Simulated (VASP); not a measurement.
Wanted: the native input for a VASP 6.6.1 run.

| Item | Value |
| --- | --- |
| Task | relaxation of the atoms |
| Functional | PBEsol |
| Potentials or basis | VASP PAW PBE potentials, release 64 (Mg, S) |
| Cutoff | 520 eV |
| k mesh | 6 × 6 × 6 |
| Occupations | gaussian, width 0.02 eV |
| Spin | no spin polarisation |
| Dipole correction | no |
| Further INCAR settings | ALGO = Normal; EDIFF = 1e-07; IBRION = 2; EDIFFG = -0.002; NSW = 60 |

The structure of MgS (e600) lies in POSCAR:

```
MgS
1.0
    0.0000000000      2.5653969554      2.6055130538
    2.5653969554      0.0000000000      2.6055130538
    2.5653969554      2.5653969554      0.0000000000
Mg S
1 1
Direct
    0.0000000000      0.0000000000      0.0000000000
    0.5000000000      0.5000000000      0.5000000000
```

This cell differs from its parent crystal: strained cell.

One way to write it, as run:

INCAR

```
SYSTEM = MgS
ALGO = Normal
EDIFF = 1E-7
EDIFFG = -0.002
ENCUT = 520
GGA = PS
GGA_COMPAT = .FALSE.
IBRION = 2
ISIF = 2
ISMEAR = 0
LASPH = .TRUE.
LCHARG = .FALSE.
LREAL = .FALSE.
LWAVE = .FALSE.
NELM = 120
NELMIN = 4
NSW = 60
PREC = Accurate
SIGMA = 0.02
```

KPOINTS

```
k-points
0
G
  6 6 6
  0 0 0
```

Potentials or basis: VASP PAW PBE potentials, release 64 (Mg, S).

Command:

```console
$ cat potpaw_PBE.64/Mg/POTCAR potpaw_PBE.64/S/POTCAR > POTCAR
$ mpirun -np 1 vasp_std > vasp.out
```

It gave:

| Property | Result |
| --- | --- |
| Pressure after relaxing | 1.0 GPa |
| Band gap on the k mesh | 2.69 eV, indirect (least direct gap 3.76 eV) |

Caveat: the cell differs from its parent crystal (strained cell); the relaxation stopped at its first step, so nothing moved; the PAW data sets were made with another functional, which shifts forces and pressure a little.

It took 5.9 s on 1 thread of Intel Xeon 6975P-C, with other jobs on the host, peak memory 0.16 GiB.
